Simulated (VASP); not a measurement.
K: single point with r2SCAN

K:

```
CELL_PARAMETERS angstrom
-2.28783 2.28783 1.88368
2.28783 -2.28783 1.88368
2.28783 2.28783 -1.88368
ATOMIC_POSITIONS crystal
K 0.00000 0.00000 0.00000
```

| Quantity | Value |
| --- | --- |
| Program | VASP 6.6.1 |
| Task | single point |
| Functional | r2SCAN |
| Potentials or basis | VASP PAW PBE potentials, release 64 (K_sv) |
| Cutoff | 520 eV |
| k mesh | 6 × 6 × 6 |
| Occupations | fermi-dirac, width 0.0346 eV |
| Spin | no spin polarisation |

```json
{
 "Pressure": "7.7 GPa",
 "Band gap on the k mesh": "zero (an odd number of electrons rules out a gap without spin polarisation)"
}
```

Stress tensor (GPa, compression positive):
```
7.42 0.00 0.00
0.00 7.42 0.00
0.00 0.00 8.32
```

Levels at points of the mesh, in eV from the Fermi level:
| k point | band 2 | band 3 | band 4 | band 5 | band 6 | band 7 |
| --- | --- | --- | --- | --- | --- | --- |
| (0.00, 0.00, 0.00) | -16.21 | -16.21 | -16.21 | -3.24 | 4.10 | 5.40 |
| (0.50, 0.00, 0.00) | -16.73 | -16.35 | -16.27 | 0.28 | 1.81 | 2.82 |
| (0.50, 0.50, 0.00) | -16.70 | -16.30 | -16.19 | 0.24 | 0.72 | 4.62 |
| (0.50, 0.50, 0.50) | -16.57 | -16.57 | -16.40 | 0.44 | 1.51 | 5.09 |

It took 40 s on 1 thread of AMD EPYC 7R43 64-Core Processor (Zen 3), on a shared host, peak memory 0.13 GiB.

Caveat: the k points lie up to 0.36 Å⁻¹ apart, too coarse for converged energies and pressures of a metal; the PAW data sets were made with another functional, which shifts forces and pressure a little.
